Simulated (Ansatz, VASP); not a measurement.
**HfZr2S6 in VASP and in Ansatz**

```xyz
9
Lattice="3.1819 1.8371 6.7758 -3.1819 1.8371 6.7758 0.0000 -3.6741 6.7758" Properties=species:S:1:pos:R:3 pbc="T T T"
Zr    0.0000    0.0000    3.3878
Zr    0.0000    0.0000   16.9397
Hf    0.0000    0.0000   10.1638
S    -1.0533   -1.8243    8.7161
S    -1.0533    1.8244    8.7161
S     2.1066    0.0000    8.7161
S    -2.1066    0.0000   11.6115
S     1.0533   -1.8244   11.6115
S     1.0533    1.8243   11.6115
```

Alike in both runs: functional PBE; k mesh 6 × 6 × 6; occupations gaussian, width 0.02 eV; no spin polarisation.

Ansatz relaxed the structure, and its values are those at the end. VASP's run is a single point on that final structure, the one shown.

```csv
,VASP,Ansatz
version,VASP 6.6.1,Ansatz 0.2.0
potentials or method,"VASP PAW PBE potentials, release 64 (Zr_sv, Hf_pv, S), cutoff 520 eV","scalar-relativistic, plane waves, PAW"
valence electrons in the cell,70,86
```

```csv
,VASP,Ansatz,Ansatz less VASP
gap on the k mesh at the Fermi level (eV),1.16,1.16,-0.003
least direct gap on the mesh (eV),1.60,1.60,-0.001
pressure (GPa),-0.2,0.0,+0.19
rms of the force components (eV/Å),0.019,0.000,-0.0186
```

VASP's potentials hold 70 valence electrons a cell and Ansatz's 86, so a difference there can come from the potentials and not from the codes.

Spin-orbit coupling is off throughout.
